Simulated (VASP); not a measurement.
Here is a VASP 6.6.1 calculation.

INCAR

```
SYSTEM = Cd
PREC = Accurate
ENCUT = 520
EDIFF = 1E-6
ISMEAR = 0
SIGMA = 0.1
LREAL = .FALSE.
LASPH = .TRUE.
NELM = 60
ALGO = Fast
ISIF = 2
LWAVE = .FALSE.
LCHARG = .TRUE.
GGA = PE
LELF = .TRUE.
LVHAR = .TRUE.
NBANDS = 12
```

Contents of KPOINTS:

```
Automatic mesh
0
G
  21 21 21
  0 0 0
```

File POSCAR:

```
Cd
1.0
    1.6590584055      0.9578578170      2.4146249359
   -1.6590584055      0.9578578170      2.4146249359
    0.0000000000     -1.9157156340      2.4146249359
Cd
1
Direct
    0.5000000000      0.5000000000      0.5000000000
```

Potentials or basis: VASP PAW PBE potentials, release 64 (Cd).

Command:

```console
$ cat potpaw_PBE.64/Cd/POTCAR > POTCAR
$ mpirun -np 1 vasp_std > vasp.out
```

(1) Estimate the pressure.

(2) Estimate the band gap on the k mesh.

## Answers

(1) 0.3 GPa.

(2) zero (bands 6 and 7 overlap by 3.26 eV).
